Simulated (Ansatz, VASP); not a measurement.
Two plane-wave programs on Ta

```
Ta
1.0
    -1.62705    1.62705    1.70082
     1.62705   -1.62705    1.70082
     1.62705    1.62705   -1.70082
Ta
1
Direct
  0.00000 0.00000 0.00000
```

Change from the starting cell: z stretched by +3 % at fixed volume, PAW files.

Alike in both runs: task electric field gradients; functional PBE; k mesh 17 × 17 × 17; occupations fermi-dirac, width 0.08 eV; no spin polarisation.

|  | VASP | Ansatz |
| --- | --- | --- |
| version | VASP 6.6.1 | Ansatz 0.2.0 |
| potentials or method | VASP PAW PBE potentials, release 64 (Ta_pv) | PAW with Ansatz's default frozen-core files, scalar-relativistic |
| plane-wave cutoff (eV) | 520 | 420 |
| valence electrons in the cell | 11 | 13 |

|  | VASP | Ansatz | Ansatz less VASP |
| --- | --- | --- | --- |
| pressure (GPa) | 3.5 | 3.3 | -0.12 |
| traceless stress, the component that is largest in VASP (GPa) | -3.20 | -3.21 | -0.005 |
| size of Vzz on the site where it differs most (V/Å²) | 32.1 | 34.9 | +2.79 |

VASP's potentials hold 11 valence electrons a cell and Ansatz's 13, so a difference there can come from the potentials and not from the codes.

Neither program's run includes spin-orbit coupling.
